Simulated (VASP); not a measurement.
# Li2S (Fm-3m) in VASP: further runs

Li2S is run at these levels: HSE06, PBE0; tasks: single point.

All numbers are computed with VASP 6.6.1; they aren't measurements. Logs are shortened: lines on timing, memory, paths and dates and some standing lists are left out, and cuts for length are marked.

**1. The cell of the first run**

The structure is cubic, space group Fm-3m (No. 225). Conventional cell: a = 5.689 Å, b = 5.689 Å, c = 5.689 Å, α = 90.00°, β = 90.00°, γ = 90.00°. Li (site symmetry -43m) has 4 S at 2.46 Å and 6 Li at 2.84 Å within 3.3 Å. Within 3.3 Å of S (site symmetry m-3m) lie 8 Li at 2.46 Å.

**2. Single point, HSE06**

File POSCAR:

```
Li2S
1.0
    0.0000000000      2.8445000000      2.8445000000
    2.8445000000      0.0000000000      2.8445000000
    2.8445000000      2.8445000000      0.0000000000
Li S
2 1
Direct
    0.2500000000      0.2500000000      0.2500000000
    0.7500000000      0.7500000000      0.7500000000
    0.0000000000      0.0000000000      0.0000000000
```

File INCAR.step1:

```
SYSTEM = Li2S
ALGO = Normal ; EDIFF = 1E-5
ENCUT = 650 ; GGA = PE
GGA_COMPAT = .False. ; ISIF = 2
ISMEAR = -1 ; KPAR = 4
LASPH = .True. ; LREAL = .False.
LWAVE = .True. ; NBANDS = 13
NELM = 120 ; PREC = Accurate
SIGMA = 0.02
```

File INCAR.step2:

```
SYSTEM = Li2S
ALGO = Normal ; EDIFF = 1E-6
ENCUT = 650 ; GGA = PE
GGA_COMPAT = .False. ; HFSCREEN = 0.2079
ISIF = 2 ; ISMEAR = -1
ISTART = 1 ; KPAR = 4
LASPH = .True. ; LCHARG = .True.
LHFCALC = .True. ; LREAL = .False.
LVHAR = .True. ; LWAVE = .False.
NBANDS = 13 ; NELM = 120
PREC = Accurate ; PRECFOCK = Normal
SIGMA = 0.02
```

File KPOINTS:

```
k-points
0
Gamma
  8 8 8
  0 0 0
```

Potentials or basis: VASP PAW PBE potentials, release 64 (Li_sv, S).

Command:

```bash
> cat potpaw_PBE.64/Li_sv/POTCAR potpaw_PBE.64/S/POTCAR > POTCAR
> cp INCAR.step1 INCAR
> mpirun -np 4 vasp_std > vasp.out
> cp INCAR.step2 INCAR
> mpirun -np 4 vasp_std > vasp.out
```

OUTCAR:

```text
SYSTEM = Li2S
   EDIFF = 1E-6
   ENCUT = 650
   GGA = PE
   HFSCREEN = 0.2079
   ISIF = 2
   ISMEAR = -1
   ISTART = 1
   LASPH = .True.
   LHFCALC = .True.
   LREAL = .False.
   NELM = 120
   PREC = Accurate
   PRECFOCK = Normal

 ion  position               nearest neighbor table
   1  0.250  0.250  0.250-   3 2.46   3 2.46   3 2.46   3 2.46
   2  0.750  0.750  0.750-   3 2.46   3 2.46   3 2.46   3 2.46
   3  0.000  0.000  0.000-   2 2.46   2 2.46   2 2.46   1 2.46   2 2.46   1 2.46   1 2.46   1 2.46

  LATTYP: Found a face centered cubic cell.
 ALAT       =     5.6890000000

  Lattice vectors:

 A1 = (   0.0000000000,   2.8445000000,   2.8445000000)
 A2 = (   2.8445000000,   0.0000000000,   2.8445000000)
 A3 = (   2.8445000000,   2.8445000000,   0.0000000000)

Analysis of symmetry for initial positions (statically):
=====================================================================
 Subroutine PRICEL returns:
 Original cell was already a primitive cell.

 Routine SETGRP: Setting up the symmetry group for a
 face centered cubic supercell.

 Subroutine GETGRP returns: Found 48 space group operations
 (whereof 48 operations were pure point group operations)
 out of a pool of 48 trial point group operations.

The static configuration has the point symmetry O_h .

Analysis of symmetry for dynamics (positions and initial velocities):
=====================================================================
 Subroutine PRICEL returns:
 Original cell was already a primitive cell.

 Routine SETGRP: Setting up the symmetry group for a
 face centered cubic supercell.

 Subroutine GETGRP returns: Found 48 space group operations
 (whereof 48 operations were pure point group operations)
 out of a pool of 48 trial point group operations.

The dynamic configuration has the point symmetry O_h .

 Subroutine INISYM returns: Found 48 space group operations
 (whereof 48 operations are pure point group operations),
 and found     1 'primitive' translations

----------------------------------------------------------------------------------------

                                     Primitive cell

  volume of cell :      46.0307

  direct lattice vectors                    reciprocal lattice vectors
     0.000000000  2.844500000  2.844500000    -0.175777817  0.175777817  0.175777817
     2.844500000  0.000000000  2.844500000     0.175777817 -0.175777817  0.175777817
     2.844500000  2.844500000  0.000000000     0.175777817  0.175777817 -0.175777817

  length of vectors
     4.022730478  4.022730478  4.022730478     0.304456110  0.304456110  0.304456110

  position of ions in fractional coordinates (direct lattice)
     0.250000000  0.250000000  0.250000000
     0.750000000  0.750000000  0.750000000
     0.000000000  0.000000000  0.000000000

  ion indices of the primitive-cell ions
   primitive index   ion index
                 1           1
                 2           2
                 3           3

----------------------------------------------------------------------------------------

 KPOINTS: k-points

Automatic generation of k-mesh.
 Grid dimensions read from file:
 generate k-points for:    8    8    8

 Generating k-lattice:

  Cartesian coordinates                     Fractional coordinates (reciprocal lattice)
    -0.021972227  0.021972227  0.021972227     0.125000000  0.000000000  0.000000000
     0.021972227 -0.021972227  0.021972227     0.000000000  0.125000000  0.000000000
     0.021972227  0.021972227 -0.021972227     0.000000000  0.000000000  0.125000000

  Length of vectors
     0.038057014  0.038057014  0.038057014

  Shift w.r.t. Gamma in fractional coordinates (k-lattice)
     0.000000000  0.000000000  0.000000000

 Subroutine IBZKPT returns following result:
 ===========================================

 Found     29 irreducible k-points:

 Following reciprocal coordinates:
            Coordinates               Weight
  0.000000  0.000000  0.000000      1.000000
  0.125000  0.000000  0.000000      8.000000
  0.250000  0.000000  0.000000      8.000000
  0.375000  0.000000  0.000000      8.000000
  0.500000  0.000000  0.000000      4.000000
  0.125000  0.125000  0.000000      6.000000
[... 16 lines left out ...]
  0.500000  0.250000  0.125000     48.000000
 -0.375000  0.250000  0.125000     24.000000
 [... further k-points ...]
   k-points           NKPTS =     29   k-points in BZ     NKDIM =    512   number of bands    NBANDS=     13
   number of dos      NEDOS =    301   number of ions     NIONS =      3
   total plane-waves  NPLWV =  46656
   dimension x,y,z NGX =    36 NGY =   36 NGZ =   36
   dimension x,y,z NGXF=    72 NGYF=   72 NGZF=   72
   ions per type =               2   1
   NGX,Y,Z   is equivalent  to a cutoff of  14.88, 14.88, 14.88 a.u.
   NGXF,Y,Z  is equivalent  to a cutoff of  29.76, 29.76, 29.76 a.u.
 SYSTEM =  Li2S
   PREC   = accura    normal or accurate (medium, high low for compatibility)
   ISTART =      1    job   : 0-new  1-cont  2-samecut
   ICHARG =      0    charge: 1-file 2-atom 10-const
   ISPIN  =      1    spin polarized calculation?
   LNONCOLLINEAR =      F non collinear calculations
   LSORBIT =      F    spin-orbit coupling
   LASPH  =      T    aspherical Exc in radial PAW
   ENCUT  =  650.0 eV  47.77 Ry    6.91 a.u.   8.36  8.36  8.36*2*pi/ulx,y,z
   NELM   =    120;   NELMIN=  2; NELMDL=  0     # of ELM steps
   EDIFF  = 0.1E-05   stopping-criterion for ELM
   LREAL  =      F    real-space projection
   EDIFFG = 0.1E-04   stopping-criterion for IOM
   NSW    =      0    number of steps for IOM
   IBRION =     -1    ionic relax: 0-MD 1-quasi-New 2-CG
   NFREE  =      0    steps in history (QN), initial steepest desc. (CG)
   ISIF   =      2    stress and relaxation
   ISYM   =      3    0-nonsym 1-usesym 2-fastsym
   POTIM  = 0.5000    time-step for ionic-motion
   TEBEG  =    0.0;   TEEND  =   0.0 temperature during run
   PSTRESS=    0.0 pullay stress
   NELECT =      12.0000    total number of electrons
   NUPDOWN=      -1.0000    fix difference up-down
   EMIN   =  10.00;   EMAX   =-10.00  energy-range for DOS
   EFERMI =   0.00;   METHOD = LEGACY
   ISMEAR =    -1;   SIGMA  =   0.02  broadening in eV -4-tet -1-fermi 0-gaus
   EFERMI_NEDOS =   21; number of points for ismear=-14 and -15
   IALGO  =     38    algorithm
   IMIX   =      1    mixing-type and parameters
     AMIX     =   0.40;   BMIX     =  1.00
     AMIX_MAG =   1.60;   BMIX_MAG =  1.00
  volume/ion in A,a.u.               =      15.34       103.54
  Fermi-wavevector in a.u.,A,eV,Ry     =   1.045810  1.976294 14.880934  1.093718
  Thomas-Fermi vector in A             =   2.180621
   LORBIT       =      0    0 simple, 1 ext, 2 COOP (PROOUT), +10 PAW based schemes
   GGA     = PE    functional components
   LHFCALC =     T    Hartree Fock is set to
   PRECFOCK=normal    Normal, Fast or Accurate (Low or Medium for compatibility)
   ENCUT4O =  -1.0   cutoff for four orbital integrals eV
   NKREDX  =     1    reduce k-point grid by
   NKREDY  =     1    reduce k-point grid by
   NKREDZ  =     1    reduce k-point grid by
   AEXX    =    0.2500 exact exchange contribution
   HFSCREEN=    0.2079 screening length (either q_TF or 0.3 A-1)
   HFSCREENC=   0.2079 screening length for correlation (either q_TF or 0.3 A-1)
   ENCUTFOCK=  -1.0 apply spherical cutoff to Coloumb kernel
   IVDW    =     0    specifies the selected vdW correction
   LEPSILON=     F    determine dielectric tensor
   LRPA    =     F    only Hartree local field effects (RPA)
 non-spin polarized calculation
  energy-cutoff  :      650.00
  volume of cell :       46.03
 maximum number of plane-waves:      1759
 NGX is ok and might be reduce to    36
  NGX = 28; NGY = 28; NGZ = 28

 number of electron      11.9999998 magnetization

 Free energy of the ion-electron system (eV)
  ---------------------------------------------------
  ext. energy  EPLUGINS =         0.00000000
  ---------------------------------------------------
  free energy    TOTEN  =       -13.51736936 eV

  energy without entropy =      -13.51736936  energy(sigma->0) =      -13.51736936

 E-fermi :   1.2774     XC(G=0):  -7.1232

 val. band max:        0.7769852090   @ k =   0.0000   0.0000   0.0000
 cond. band min:       5.1064248867   @ k =   0.5000   0.5000   0.0000
 fundamental gap:      4.3294396777
 Fermi energy:         1.2774275174

 k-point     1 :       0.0000    0.0000    0.0000
  band No.  band energies     occupation
      1     -46.3653      2.00000
      2     -46.3210      2.00000
      3     -11.4161      2.00000
      4       0.7770      2.00000
      5       0.7770      2.00000
      6       0.7770      2.00000
      7       6.1273      0.00000
      8       8.1675      0.00000
      9       8.1675      0.00000
     10       8.1675      0.00000
     11      13.3022      0.00000
     12      13.3022      0.00000
     13      14.5343      0.00000

 k-point     2 :       0.1250    0.0000    0.0000
  band No.  band energies     occupation
      1     -46.3636      2.00000
      2     -46.3224      2.00000
      3     -11.3510      2.00000
      4       0.1431      2.00000
      5       0.6830      2.00000
      6       0.6830      2.00000
      7       6.5761      0.00000
      8       8.4165      0.00000
      9       8.4165      0.00000
     10       8.5373      0.00000
     11      12.2782      0.00000
     12      12.2782      0.00000
     13      14.6780      0.00000
[... 321 lines left out ...]
 k-point    23 :       0.5000    0.2500    0.1250
  band No.  band energies     occupation
      1     -46.3488      2.00000
      2     -46.3349      2.00000
      3     -10.9045      2.00000
      4      -1.7881      2.00000
      5      -0.5577      2.00000
      6      -0.0419      2.00000
      7       7.5880      0.00000
      8       8.7467      0.00000
      9      10.0334      0.00000
     10      10.4822      0.00000
     11      12.1355      0.00000
     12      14.6317      0.00000
     13      16.1159      0.00000

 k-point    24 :      -0.3750    0.2500    0.1250
  band No.  band energies     occupation
      1     -46.3418      2.00000
      2     -46.3416      2.00000
      3     -10.8378      2.00000
      4      -2.0470      2.00000
      5      -0.5843      2.00000
      6      -0.2000      2.00000
      7       7.7063      0.00000
      8       8.6175      0.00000
      9      10.4106      0.00000
     10      11.0802      0.00000
     11      12.5009      0.00000
     12      13.8826      0.00000
     13      15.7153      0.00000

 [... further k-points ...]

------------------------ aborting loop because EDIFF is reached ----------------------------------------

  FORCE on cell =-STRESS in cart. coord.  units (eV):
  Direction    XX          YY          ZZ          XY          YZ          ZX
  --------------------------------------------------------------------------------------
  -------------------------------------------------------------------------------------
  Total       -0.1603035     -0.1603035     -0.1603035      0.0000000      0.0000000      0.0000000
  in kB       -5.5796362     -5.5796362     -5.5796362      0.0000000      0.0000000      0.0000000
  external PRESSURE =      -5.5796362 kB  Pullay stress =       0.0000000 kB

 VOLUME and BASIS-vectors are now :
 -----------------------------------------------------------------------------
  energy-cutoff  :      650.00
  volume of cell :       46.03
      direct lattice vectors                 reciprocal lattice vectors
     0.000000000  2.844500000  2.844500000    -0.175777817  0.175777817  0.175777817
     2.844500000  0.000000000  2.844500000     0.175777817 -0.175777817  0.175777817
     2.844500000  2.844500000  0.000000000     0.175777817  0.175777817 -0.175777817

 POSITION                                       TOTAL-FORCE (eV/Angst)
 -----------------------------------------------------------------------------------
      1.42225      1.42225      1.42225        -0.000000     -0.000000     -0.000000
      4.26675      4.26675      4.26675         0.000000      0.000000     -0.000000
      0.00000      0.00000      0.00000         0.000000     -0.000000      0.000000
 -----------------------------------------------------------------------------------
    total drift:                               -0.000000      0.000000      0.000000

  FREE ENERGIE OF THE ION-ELECTRON SYSTEM (eV)
  ---------------------------------------------------
  free  energy   TOTEN  =       -13.5173693581 eV

  energy  without entropy=      -13.5173693581  energy(sigma->0) =      -13.51736936
```

It took 22 min on 4 MPI ranks of AMD EPYC 9R45 (Zen 5), shared host; peak memory 0.34 GiB.

What came out:

```
Free energy            : -13.5174 eV
Pressure               : -0.6 GPa
Band gap on the k mesh : 4.33 eV (least direct gap 5.35 eV)
```

Caveat: the PAW data sets were made with another functional, which shifts forces and pressure a little.

**3. Single point, PBE0**

POSCAR is that of step 2.

File INCAR.step1:

```
SYSTEM = Li2S
PREC = Accurate ; ENCUT = 650
EDIFF = 1E-5 ; ISMEAR = -1
SIGMA = 0.02 ; LREAL = .FALSE.
LASPH = .TRUE. ; NELM = 120
ALGO = Normal ; ISIF = 2
LWAVE = .TRUE. ; LCHARG = .FALSE.
NBANDS = 13 ; GGA = PE
GGA_COMPAT = .FALSE. ; KPAR = 4
```

File INCAR.step2:

```
SYSTEM = Li2S
PREC = Accurate ; ENCUT = 650
EDIFF = 1E-6 ; ISMEAR = -1
SIGMA = 0.02 ; LREAL = .FALSE.
LASPH = .TRUE. ; NELM = 120
ALGO = Normal ; ISIF = 2
LWAVE = .FALSE. ; LCHARG = .FALSE.
GGA = PE ; LHFCALC = .TRUE.
AEXX = 0.25 ; PRECFOCK = Normal
NBANDS = 13 ; ISTART = 1
GGA_COMPAT = .FALSE. ; KPAR = 4
```

File KPOINTS:

```
Automatic mesh
0
G
  8 8 8
  0 0 0
```

Potentials or basis: VASP PAW PBE potentials, release 64 (Li_sv, S).

Command:

```bash
> cat potpaw_PBE.64/Li_sv/POTCAR potpaw_PBE.64/S/POTCAR > POTCAR
> cp INCAR.step1 INCAR
> mpirun -np 4 vasp_std > vasp.out
> cp INCAR.step2 INCAR
> mpirun -np 4 vasp_std > vasp.out
```

Run time: 55 min. Hardware: 4 MPI ranks of Intel Xeon Platinum 8175M at 2.50GHz (Skylake/Cascade Lake), shared host; peak memory 0.27 GiB.

Results (log left out):

```yaml
Free_energy: -14.4117 eV
Pressure: -0.6 GPa
Band_gap_on_the_k_mesh: 5.02 eV (least direct gap 6.04 eV)
```

Levels at points of the mesh, in eV from the valence-band top:
```
           k point  band 4  band 5  band 6  band 7  band 8  band 9
(0.00, 0.00, 0.00)    0.00    0.00    0.00    6.04    8.14    8.14
(0.50, 0.00, 0.00)   -3.22   -0.56   -0.56    8.02    8.46    8.46
(0.50, 0.50, 0.00)   -2.45   -1.57   -1.57    5.02    9.00   13.32
```

Caveat: the PAW data sets were made with another functional, which shifts forces and pressure a little. A k mesh can miss the band edges.
